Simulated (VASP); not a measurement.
Here is a VASP 6.6.1 calculation.

INCAR

```
SYSTEM = GaSb
PREC = Accurate ; ENCUT = 500
EDIFF = 1E-6 ; ISMEAR = 0
SIGMA = 0.02 ; LREAL = .False.
LASPH = .True. ; NELM = 120
ALGO = Normal ; ISIF = 2
LWAVE = .False. ; LCHARG = .False.
NBANDS = 16 ; GGA_COMPAT = .False.
```

Contents of KPOINTS:

```
regular mesh
0
Gamma
  5 5 5
  0 0 0
```

Contents of POSCAR:

```
GaSb
1.0
    0.0000000000      2.9633429475      3.2596772423
    2.9633429475      0.0000000000      3.2596772423
    2.9633429475      2.9633429475      0.0000000000
Ga Sb
1 1
Direct
    0.0000000000      0.0000000000      0.0000000000
    0.2500000000      0.2500000000      0.2500000000
```

Potentials or basis: VASP PAW LDA potentials, release 64 (Ga_d, Sb).

The run is started by

```sh
$ cat potpaw_LDA.64/Ga_d/POTCAR potpaw_LDA.64/Sb/POTCAR > POTCAR
$ mpirun -np 1 vasp_std > vasp.out
```

(1) Estimate the pressure.

(2) What does it give for the band gap on the k mesh?

## Answers

(1) -1.4 GPa.

(2) zero (filled and empty bands touch).

Caveat: spin-orbit coupling is left out, which moves the levels of the heavy elements.
